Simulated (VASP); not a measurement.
Runs of VASP 6.6.1 on WC. The structure is that of space group Fm-3m (No. 225), or close to it. The cells are those of the table. 

| potentials or basis | cell | cutoff (eV) | second run | gap on the mesh (eV) | pressure (GPa) |
| --- | --- | --- | --- | --- | --- |
| VASP PAW LDA potentials, release 64 (W_sv, C) | a = 3.182 Å, angles 60.0°, 2 atoms | 520 | - | none | (a) |
| VASP PAW LDA potentials, release 64 (W_sv, C_h) | a = 3.142 Å, angles 60.0°, 2 atoms | 910 | hard_potentials | none | -25.9 |
| VASP PAW LDA potentials, release 64 (W_sv, C_h) | a = 3.059 Å, angles 60.0°, 2 atoms | 910 | hard_potentials | none | 1.6 |
| VASP PAW LDA potentials, release 64 (W_sv, C_h) | a = 2.972 Å, angles 60.0°, 2 atoms | 910 | hard_potentials | none | 44.4 |
| VASP PAW LDA potentials, release 64 (W_sv, C) | a = 3.220 Å, angles 60.0°, 2 atoms | 520 | - | none | -43.5 |
| VASP PAW LDA potentials, release 64 (W_sv, C) | a = 2.972 Å, angles 60.0°, 2 atoms | 520 | - | none | 44.6 |
| VASP PAW LDA potentials, release 64 (W_sv, C) | a = 3.016 Å, angles 60.0°, 2 atoms | 520 | - | none | (b) |
| VASP PAW LDA potentials, release 64 (W_sv, C) | a = 3.142 Å, angles 60.0°, 2 atoms | 520 | - | none | -25.9 |

Alike in all rows: task single point; level LDA; no spin polarisation; k mesh 11 × 11 × 11; smearing fermi-dirac 0.1 eV.

Problem. Estimate the missing entries.

Solution. (a) -35.7; (b) 20.8.

Caveats: spin-orbit coupling is left out, which moves the levels of the heavy elements; the cutoff is under 1.25 times the usual one of these potentials, so pressure, stress and relaxed cells hold a basis-set (Pulay) error (some runs).

A k mesh can miss the band edges, and the runs leave out spin-orbit coupling on W.

A gap of «none» marks levels without a gap at the run's occupations.
